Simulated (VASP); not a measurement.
Wanted: the native input for a VASP 6.6.1 run.

```
Task                   : relaxation of the atoms
Functional             : PBEsol
Potentials or basis    : VASP PAW PBE potentials, release 64 (Nb_sv, N)
Cutoff                 : 520 eV
k mesh                 : 12 × 12 × 1
Occupations            : gaussian, width 0.1 eV
Spin                   : no spin polarisation
Dipole correction      : yes
Further INCAR settings : ALGO = Normal; EDIFF = 1e-06; IBRION = 2; EDIFFG = -0.02; NSW = 80
```

The structure of NbN lies in POSCAR:

```
NbN
1.0
    3.0974787953      0.0000000000      0.0000000000
   -1.5487393976      2.6824953244      0.0000000000
    0.0000000000      0.0000000000     26.3808638062
Nb N
5 5
Direct
    0.3333333333      0.6666666667      0.2842969834
    0.0000000000      0.0000000000      0.3801649908
    0.6666666667      0.3333333333      0.4760329982
    0.3333333333      0.6666666667      0.5719010055
    0.0000000000      0.0000000000      0.6677690129
    0.6666666667      0.3333333333      0.3322309871
    0.3333333333      0.6666666667      0.4280989945
    0.0000000000      0.0000000000      0.5239670018
    0.6666666667      0.3333333333      0.6198350092
    0.3333333333      0.6666666667      0.7157030166
```

These files were run (other wordings do the same):

INCAR

```
PREC = Accurate
ENCUT = 520
EDIFF = 1E-6
ISMEAR = 0
SIGMA = 0.1
LREAL = False
LASPH = True
NELM = 80
ALGO = Normal
ISIF = 2
LWAVE = False
LCHARG = False
LDIPOL = True
IDIPOL = 3
DIPOL = 0.5 0.5 0.500
GGA = PS
IBRION = 2
NSW = 80
EDIFFG = -0.02
KPAR = 2
```

KPOINTS

```
regular mesh
0
Gamma
  12 12 1
```

Potentials or basis: VASP PAW PBE potentials, release 64 (Nb_sv, N).

Run with:

```bash
$ cat potpaw_PBE.64/Nb_sv/POTCAR potpaw_PBE.64/N/POTCAR > POTCAR
$ mpirun -np 2 vasp_std > vasp.out
```

It gave:

```json
{
 "Energy gained by relaxing": "103.4 meV/atom",
 "Ionic steps": "15",
 "Largest force after relaxing": "0.020 eV/Å",
 "Band gap on the k mesh": "zero (bands 45 and 46 overlap by 1.74 eV)"
}
```

Caveat: the PAW data sets were made with another functional, which shifts forces and pressure a little.

It took 23 min on 2 MPI ranks on Intel(R) Xeon(R) Platinum 8488C (Sapphire Rapids), on a shared host, peak memory 0.43 GiB a rank.
